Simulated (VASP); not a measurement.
Write the native input for VASP 6.6.1 that does the following.

| Property | Result |
| --- | --- |
| Task | single point |
| Functional | PBE |
| Potentials or basis | VASP PAW PBE potentials, release 64 (Si) |
| Cutoff | 500 eV |
| k mesh | 3 × 3 × 3 |
| Occupations | fermi-dirac, width 0.1 eV |
| Spin | no spin polarisation |
| Dipole correction | no |
| Further INCAR settings | ALGO = Normal; EDIFF = 1e-06; NBANDS = 11 |

The structure of Si lies in POSCAR:

```
Si
1.0
   -2.3713723000      2.3713723000      1.3292653900
    2.3713723000     -2.3713723000      1.3292653900
    2.3713723000      2.3713723000     -1.3292653900
Si
2
Direct
    0.2499999981      0.7499999981      0.5000000000
    0.5000000000      0.5000000000      0.0000000000
```

The input as run:

INCAR

```
ALGO = Normal ; EDIFF = 1E-6
ENCUT = 500 ; GGA = PE
GGA_COMPAT = False ; ISIF = 2
ISMEAR = -1 ; LASPH = True
LCHARG = False ; LREAL = False
LWAVE = False ; NBANDS = 11
NELM = 120 ; PREC = Accurate
SIGMA = 0.1
```

KPOINTS

```
k-points
0
Gamma
  3 3 3
```

Potentials or basis: VASP PAW PBE potentials, release 64 (Si).

Run with:

```console
$ cat potpaw_PBE.64/Si/POTCAR > POTCAR
$ mpirun -np 1 vasp_std > vasp.out
```

It gave:

```json
{
  "Pressure": "2.0 GPa",
  "Band gap on the k mesh": "zero (bands 4 and 5 overlap by 5.61 eV)"
}
```

Caveat: the k points lie up to 0.90 Å⁻¹ apart, too coarse for converged energies and pressures of a metal.

Run time: 2.4 s on 1 thread of Intel(R) Xeon(R) 6975P-C (Granite Rapids), on a shared host, peak memory 0.14 GiB.
